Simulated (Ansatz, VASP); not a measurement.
## One calculation of Ge, two programs

```
CELL_PARAMETERS angstrom
1.36222 -2.53550 0.00000
1.36222 2.53550 0.00000
0.00000 0.00000 2.76569
ATOMIC_POSITIONS crystal
Ge 0.50000 0.50000 0.00000
```

Change from the starting cell: strain -0.025 along x and y, +0.025 along z, atoms carried along.

Alike in both runs: task single point; functional PBEsol; k mesh 20 × 20 × 18; occupations gaussian, width 0.15 eV; no spin polarisation.

|  | VASP | Ansatz |
| --- | --- | --- |
| version | VASP 6.6.1 | Ansatz 0.2.0 |
| potentials or method | VASP PAW PBE potentials, release 64 (Ge_d), cutoff 520 eV | scalar-relativistic, plane waves, PAW |
| valence electrons in the cell | 14 | 14 |

Ansatz gave:

* gap on the k mesh at the Fermi level (eV): none
* pressure (GPa): -2.2
* traceless stress, the component that is largest in VASP (GPa): -5.22

Estimate VASP's values.

gap on the k mesh at the Fermi level (eV): none; pressure (GPa): -2.3; traceless stress, the component that is largest in VASP (GPa): -5.25.

VASP's potentials were made for PBE, not for PBEsol. A gap of «none» marks a metal or a gap that the smearing closes.
